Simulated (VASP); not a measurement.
SrO, 2 atoms in the cell. Symmetry: Fm-3m, No. 225, cubic system. The conventional cell has a = 5.233 Å, b = 5.233 Å, c = 5.233 Å, α = 90.00°, β = 90.00°, γ = 90.00°. Sr (site symmetry m-3m) has 6 O at 2.62 Å within 3.5 Å. O (site symmetry m-3m) has 6 Sr at 2.62 Å within 3.5 Å. 

| Item | Value |
| --- | --- |
| Program | VASP 6.6.1 |
| Task | single point |
| Functional | PBE |
| Potentials or basis | VASP PAW PBE potentials, release 64 (Sr_sv, O) |
| Cutoff | 520 eV |
| k mesh | 9 × 9 × 9 |
| Occupations | fermi-dirac, width 0.05 eV |
| Spin | non-collinear spin, zero start, spin-orbit coupling |
| Starting moments | [[0.0, 0.0, 0.0], [0.0, 0.0, 0.0]] μB |
| Dipole correction | no |
| Further INCAR settings | ALGO = Normal; EDIFF = 1e-06; NBANDS = 28 |

Potentials or basis: VASP PAW PBE potentials, release 64 (Sr_sv, O).

Run with:

```bash
$ cat potpaw_PBE.64/Sr_sv/POTCAR potpaw_PBE.64/O/POTCAR > POTCAR
$ mpirun -np 1 vasp_ncl > vasp.out
```

Hardware: 1 thread of AMD EPYC 9R45 96-Core Processor (Zen 5) (shared host).

Problem. How long does it take, and how much memory?

Solution. It took 40 s on 1 thread of AMD EPYC 9R45 96-Core Processor (Zen 5), on a shared host, peak memory 0.24 GiB. Counts: scf iterations 14, k points 35.
